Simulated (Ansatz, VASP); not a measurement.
Two plane-wave programs on AlP

Contents of INCAR:

```
ALGO = Normal
EDIFF = 1E-6
ENCUT = 500
GGA_COMPAT = F
ISIF = 2
ISMEAR = 0
LASPH = T
LCHARG = F
LREAL = F
LWAVE = F
NBANDS = 11
NELM = 120
PREC = Accurate
SIGMA = 0.01
```

The input KPOINTS:

```
k-points
0
Gamma
  8 8 8
```

The input POSCAR:

```
AlP
1.0
    0.0000000000      2.7169259382      2.7305105679
    2.7169259382      0.0000000000      2.7305105679
    2.7169259382      2.7169259382      0.0000000000
Al P
1 1
Direct
    0.0000000000      0.0000000000      0.0000000000
    0.7500000000      0.7500000000      0.7500000000
```

Input for Ansatz:

```yaml
crystal:
  lattice:
    - [0.0, 2.71692593824, 2.73051056793]
    - [2.71692593824, 0.0, 2.73051056793]
    - [2.71692593824, 2.71692593824, 0.0]
  atoms:
    - { symbol: Al, position: [0.0, 0.0, 0.0] }
    - { symbol: P, position: [0.75, 0.75, 0.75] }
kpoints:
  mp_grid: { grid: [8, 8, 8] }
scf:
  occupations: { method: fixed }
  convergence: { dr2_threshold: 1.0e-10 }
hamiltonian:
  xc: lda
  pseudopotentials: { kind: paw }
output:
  forces: true
  stress: true
  eigenstates:
    kpoints:
      - [0.0, 0.0, 0.0]
      - [0.0, -0.5, -0.5]
      - [-0.5, 0.0, -0.5]
      - [-0.5, -0.5, 0.0]
      - [0.0, 0.5, 0.0]
      - [0.5, 0.0, 0.0]
      - [0.0, 0.0, 0.5]
      - [0.5, 0.5, 0.5]
  eigenvalues: true
```

Change from the starting cell: z stretched by +0.5 %, x and y held, PAW files.

Alike in both runs: task single point; functional LDA; k mesh 8 × 8 × 8; no spin polarisation.

```csv
,VASP,Ansatz
version,VASP 6.6.1,Ansatz 0.2.0
potentials or method,"VASP PAW LDA potentials, release 64 (Al, P)","PAW with Ansatz's default frozen-core files, scalar-relativistic"
plane-wave cutoff (eV),500,420
occupations,"gaussian, width 0.01 eV",fixed
valence electrons in the cell,8,8
```

|  | VASP | Ansatz | Ansatz less VASP |
| --- | --- | --- | --- |
| gap on the k mesh at the Fermi level (eV) | 1.41 | 1.41 | +0.005 |
| pressure (GPa) | -0.4 | -0.4 | -0.05 |
| traceless stress, the component that is largest in VASP (GPa) | -0.22 | -0.22 | 0.000 |

LDA's correlation is that of Perdew and Zunger in VASP and of Perdew and Wang (1992) in Ansatz.
